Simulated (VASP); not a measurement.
Input of a VASP 6.6.1 run:

The input INCAR:

```
SYSTEM = LiCl
ALGO = Normal
EDIFF = 1E-6
ENCUT = 520
GGA = PS
ISIF = 2
ISMEAR = -1
LASPH = .True.
LCHARG = .False.
LREAL = .False.
LWAVE = .False.
NBANDS = 18
NELM = 100
PREC = Accurate
SIGMA = 0.02
```

File KPOINTS:

```
k-points
0
Gamma
  12 12 4
  0 0 0
```

POSCAR

```
LiCl
1.0
    3.5396969333      0.0000000000      0.0000000000
   -1.7698484667      3.0654674660      0.0000000000
    0.0000000000      0.0000000000      5.9754363883
Li Cl
2 2
Direct
    0.0000000000      0.0000000000      0.0000000000
    0.0000000000      0.0000000000      0.5000000000
    0.3333333333      0.6666666667      0.2500000000
    0.6666666667      0.3333333333      0.7500000000
```

Potentials or basis: VASP PAW PBE potentials, release 64 (Li_sv, Cl).

The run is started by

```sh
$ cat potpaw_PBE.64/Li_sv/POTCAR potpaw_PBE.64/Cl/POTCAR > POTCAR
$ mpirun -np 1 vasp_std > vasp.out
```

Task: Predict the band gap on the k mesh.

Result: 6.32 eV, indirect (the least direct gap lies 4.4 meV higher).

 A k mesh can miss the band edges.
